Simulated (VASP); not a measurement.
## Ag: relaxation of cell and atoms with PBE

Ag:

```xyz
4
Lattice="2.8862 0.0000 0.0000 -1.4431 2.4995 0.0000 0.0000 0.0000 10.0000" Properties=species:S:1:pos:R:3 pbc="T T T"
Ag    0.0000    1.6663    2.5000
Ag    1.4431    0.8332    7.5000
Ag    0.0000    0.0000    0.0000
Ag    0.0000    0.0000    5.0000
```

```yaml
Program: VASP 6.6.1
Task: relaxation of cell and atoms
Functional: PBE
Potentials_or_basis: VASP PAW PBE potentials, release 64 (Ag)
Cutoff: 600 eV
k_mesh: 18 × 18 × 4
Occupations: gaussian, width 0.1 eV
Spin: no spin polarisation
Dipole_correction: no
Further_INCAR_settings: ALGO = Normal; EDIFF = 1e-06; IBRION = 2; EDIFFG = -0.005; NSW = 100; ISIF = 3
```

The relaxed volume is 17.83 Å³/atom and the relaxed cell is a = 2.934 Å, b = 2.934 Å, c = 9.568 Å, α = 90.00°, β = 90.00°, γ = 120.00°. The space group after relaxing (to 0.05 Å) is P6_3/mmc (No. 194), the energy gained by relaxing is 12.9 meV/atom and the ionic steps are 6. The pressure after relaxing is 0.0 GPa and the band gap on the k mesh is zero (band 22 reaches 11.15 eV, above the bottom of band 23 at 4.77 eV).

Step by step:
```
step  energy change (eV)  largest force (eV/Å)  pressure (GPa)  volume (Å³)
   1              0.0000                0.0000           -0.46        72.14
   2             -0.0355                0.0000           -0.19        71.58
   3             -0.0498                0.0000            0.67        70.76
   4             -0.0508                0.0000            0.48        70.93
   5             -0.0512                0.0000           -0.38        71.58
   6             -0.0515                0.0000            0.00        71.33
```

Final structure:
```yaml
crystal:
  lattice:
    - [2.93402, 0.00000, 0.00000]
    - [-1.46701, 2.54093, 0.00000]
    - [0.00000, 0.00000, 9.56751]
  atoms:
    - { symbol: Ag, position: [0.33333, 0.66667, 0.25000] }
    - { symbol: Ag, position: [0.66667, 0.33333, 0.75000] }
    - { symbol: Ag, position: [0.00000, 0.00000, 0.00000] }
    - { symbol: Ag, position: [0.00000, 0.00000, 0.50000] }
```

Levels at points of the mesh, in eV from the Fermi level:
```tsv
k point	band 20	band 21	band 22	band 23	band 24	band 25
(0.00, 0.00, 0.00)	-3.41	-3.41	-3.04	-3.04	-0.30	3.35
(0.50, 0.00, 0.00)	-2.84	-0.14	0.77	0.93	1.47	4.04
(0.00, 0.00, 0.50)	-3.19	-3.19	-3.19	-2.37	-2.37	6.22
(0.50, 0.00, 0.50)	-2.87	0.24	0.24	1.33	1.33	4.52
```

It took 5.6 min on 1 thread of Intel(R) Xeon(R) 6975P-C (Granite Rapids) (shared host), peak memory 0.34 GiB.
